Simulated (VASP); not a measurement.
Wanted: the native input for a VASP 6.6.1 run.

- Task: single point
- Functional: PBEsol
- Potentials or basis: VASP PAW PBE potentials, release 64 (In_d, P)
- Cutoff: 520 eV
- k mesh: 11 × 11 × 11
- Occupations: fermi-dirac, width 0.03 eV
- Spin: no spin polarisation
- Dipole correction: no
- Further INCAR settings: ALGO = Normal; EDIFF = 1e-06; NBANDS = 16

The structure of InP lies in POSCAR:

```
InP
1.0
    0.0000000000      2.9121000000      2.8550000000
    2.9121000000      0.0000000000      2.8550000000
    2.9121000000      2.9121000000      0.0000000000
In P
1 1
Direct
    0.0000000000      0.0000000000      0.0000000000
    0.5000000000      0.5000000000      0.5000000000
```

This cell differs from its parent crystal: equal xx and yy strain of +2 %.

These files were run (other wordings do the same):

INCAR

```
SYSTEM = InP
  ALGO = Normal
  EDIFF = 1E-6
  ENCUT = 520
  GGA = PS
  ISIF = 2
  ISMEAR = -1
  LASPH = .TRUE.
  LCHARG = .TRUE.
  LELF = .TRUE.
  LREAL = .FALSE.
  LVHAR = .TRUE.
  LWAVE = .FALSE.
  NBANDS = 16
  NELM = 60
  PREC = Accurate
  SIGMA = 0.03
```

KPOINTS

```
k-points
0
G
  11 11 11
  0 0 0
```

Potentials or basis: VASP PAW PBE potentials, release 64 (In_d, P).

The run is started by

```bash
$ cat potpaw_PBE.64/In_d/POTCAR potpaw_PBE.64/P/POTCAR > POTCAR
$ mpirun -np 1 vasp_std > vasp.out
```

Results of the run:

```
Pressure               : -9.6 GPa
Band gap on the k mesh : zero (band 9 reaches 5.71 eV, above the bottom of band 10 at 3.46 eV)
```

Caveat: the cell differs from its parent crystal (equal xx and yy strain of +2 %); the PAW data sets were made with another functional, which shifts forces and pressure a little; spin-orbit coupling is left out, which moves the levels of the heavy elements.

Wall time 40 s on 1 thread of Intel(R) Xeon(R) 6975P-C (Granite Rapids), on a shared host, peak memory 0.24 GiB.
